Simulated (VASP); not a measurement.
# RbBr: single point with PBE

Crystal: RbBr.

```
Rb Br
1.0
     4.08095    0.00000    0.00000
     0.00000    4.08095    0.00000
     0.00000    0.00000    4.19290
Rb Br
1 1
Direct
  0.95371 0.00000 0.00000
  0.54951 0.50000 0.50000
```

This cell differs from its parent crystal: atoms displaced along a vibrational mode, the cell strained.

```json
{
  "Program": "VASP 6.6.1",
  "Task": "single point",
  "Functional": "PBE",
  "Potentials or basis": "VASP PAW PBE potentials, release 64 (Rb_sv, Br)",
  "Cutoff": "520 eV",
  "k mesh": "6 × 6 × 6",
  "Occupations": "gaussian, width 0.05 eV",
  "Spin": "no spin polarisation",
  "Dipole correction": "no",
  "Further INCAR settings": "ALGO = Normal; EDIFF = 1e-06; NBANDS = 15"
}
```

- Pressure: 1.7 GPa
- Largest force: 0.340 eV/Å
- Band gap on the k mesh: 4.08 eV (least direct gap 4.23 eV)

Forces in eV/Å, atoms in the order of the input:
```
Rb   0.340  0.000  0.000
Br  -0.340  0.000  0.000
```

Stress tensor (GPa, compression positive):
```
1.66 0.00 0.00
0.00 2.10 0.00
0.00 0.00 1.34
```

Levels at points of the mesh, in eV from the valence-band top:
```csv
k point,band 6,band 7,band 8,band 9,band 10,band 11
"(0.00, 0.00, 0.00)",-0.28,-0.19,-0.15,4.08,5.49,5.92
"(0.50, 0.00, 0.00)",-1.74,-0.35,-0.19,6.69,7.18,7.84
"(0.00, 0.50, 0.00)",-1.75,-0.41,-0.13,6.69,7.00,7.72
"(0.50, 0.50, 0.00)",-1.11,-1.08,-0.17,5.41,6.10,7.82
"(0.00, 0.00, 0.50)",-1.73,-0.28,-0.16,6.66,6.96,7.48
"(0.50, 0.00, 0.50)",-1.10,-1.07,-0.05,5.33,6.30,8.04
"(0.00, 0.50, 0.50)",-1.09,-1.03,0.00,5.35,6.50,8.07
"(0.50, 0.50, 0.50)",-1.36,-1.34,-1.30,7.72,7.73,8.38
```

It took 38 s on 1 thread of Intel(R) Xeon(R) Platinum 8375C CPU @ 2.90GHz (Ice Lake) (shared host), peak memory 0.21 GiB.

Caveat: the cell differs from its parent crystal (atoms displaced along a vibrational mode, the cell strained). A k mesh can miss the band edges.
